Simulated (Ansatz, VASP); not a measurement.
## Two plane-wave programs on Cd3Cl3O

```
Cd Cl O
1.0
     5.53601    0.00000    0.00000
     0.00000    5.53601    0.00000
     0.00000    0.00000    5.53601
Cd Cl O
3 3 1
Direct
  0.50000 0.50000 0.00000
  0.00000 0.50000 0.50000
  0.50000 0.00000 0.50000
  0.50000 0.00000 0.00000
  0.00000 0.50000 0.00000
  0.00000 0.00000 0.50000
  0.50000 0.50000 0.50000
```

Change from the starting cell: species swapped into the Ce3GaBr3 type (Pm-3m, No. 221).

Alike in both runs: task single point; functional PBE; k mesh 4 × 4 × 4; occupations gaussian, width 0.1 eV; no spin polarisation.

|  | VASP | Ansatz |
| --- | --- | --- |
| version | VASP 6.6.1 | Ansatz 0.2.0 |
| potentials or method | VASP PAW PBE potentials, release 64 (Cd, Cl, O), cutoff 520 eV | scalar-relativistic, plane waves, PAW |
| valence electrons in the cell | 63 | 87 |

|  | VASP | Ansatz | Ansatz less VASP |
| --- | --- | --- | --- |
| gap on the k mesh at the Fermi level (eV) | none | none | - |
| pressure (GPa) | -4.0 | -4.2 | -0.15 |

A gap of «none» marks a metal or a gap that the smearing closes. VASP's potentials hold 63 valence electrons a cell and Ansatz's 87, so a difference there can come from the potentials and not from the codes.
